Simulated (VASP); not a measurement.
Wanted: the native input for a VASP 6.6.1 run.

```yaml
Task: electric field gradients
Functional: LDA
Potentials_or_basis: VASP PAW LDA potentials, release 64 (Hf_pv, N)
Cutoff: 520 eV
k_mesh: 10 × 10 × 10
Occupations: fermi-dirac, width 0.03 eV
Spin: no spin polarisation
Dipole_correction: no
Further_INCAR_settings: ALGO = Normal; EDIFF = 1e-08; NBANDS = 14
```

The structure of HfN lies in POSCAR:

```
HfN
1.0
    0.0000000000      2.2128850196      2.2128850196
    2.2128850196      0.0000000000      2.2128850196
    2.2128850196      2.2128850196      0.0000000000
Hf N
1 1
Direct
    0.0000000000      0.0000000000      0.0000000000
    0.5000000000      0.5000000000      0.5000000000
```

This cell differs from its parent crystal: volume scaled by 0.94.

These files were run (other wordings do the same):

INCAR

```
  ALGO = Normal
  EDIFF = 1E-8
  ENCUT = 520
  GGA = CA
  ISIF = 2
  ISMEAR = -1
  LASPH = T
  LCHARG = F
  LEFG = T
  LREAL = F
  LWAVE = F
  NBANDS = 14
  NELM = 60
  PREC = Accurate
  SIGMA = 0.03
```

KPOINTS

```
k-points
0
Gamma
  10 10 10
```

Potentials or basis: VASP PAW LDA potentials, release 64 (Hf_pv, N).

Launch:

```bash
$ cat potpaw_LDA.64/Hf_pv/POTCAR potpaw_LDA.64/N/POTCAR > POTCAR
$ mpirun -np 1 vasp_std > vasp.out
```

Results of the run:

```
Pressure : 8.0 GPa
```

Caveat: without QUAD_EFG the Cq values of the log hold for a quadrupole moment of 1 mb, not for the nuclei.

It took 21 s on 1 thread of Intel Xeon 8259CL, with other jobs on the host, peak memory 0.13 GiB.
